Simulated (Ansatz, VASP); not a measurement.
BP2: VASP beside Ansatz

```xyz
6
Lattice="-2.4423 2.4423 3.9285 2.4423 -2.4423 3.9285 2.4423 2.4423 -3.9285" Properties=species:S:1:pos:R:3 pbc="T T T"
B     0.0000    0.0000    0.0000
B     0.0000    2.4423    1.9642
P     1.1098    1.2212    0.9821
P    -1.2212    1.3325    2.9464
P     1.3325    1.2212    4.9106
P     3.6635    1.1098   -0.9821
```

Alike in both runs: task relaxation of cell and atoms; functional PBE; k mesh 6 × 6 × 6; occupations gaussian, width 0.1 eV; no spin polarisation.

```csv
,VASP,Ansatz
version,VASP 6.6.1,Ansatz 0.2.0
potentials or method,"VASP PAW PBE potentials, release 64 (B, P), cutoff 600 eV","scalar-relativistic, plane waves, PAW"
valence electrons in the cell,26,26
```

VASP gave:

```
gap on the k mesh at the Fermi level, each at its own relaxed structure (eV) : none
relaxed volume (Å³/atom)                                                     : 13.27
relaxed length of the cell vector where the two differ most in proportion (Å)              : 5.101
```

Question: What did Ansatz give for the same quantities?

Answer: gap on the k mesh at the Fermi level, each at its own relaxed structure (eV): none; relaxed volume (Å³/atom): 13.19; relaxed length of the cell vector where the two differ most in proportion (Å): 5.096.

A gap of «none» marks a metal or a gap that the smearing closes.

Noted on VASP's run: the volume moved by over 15 % at a fixed basis, so the end points are rough.
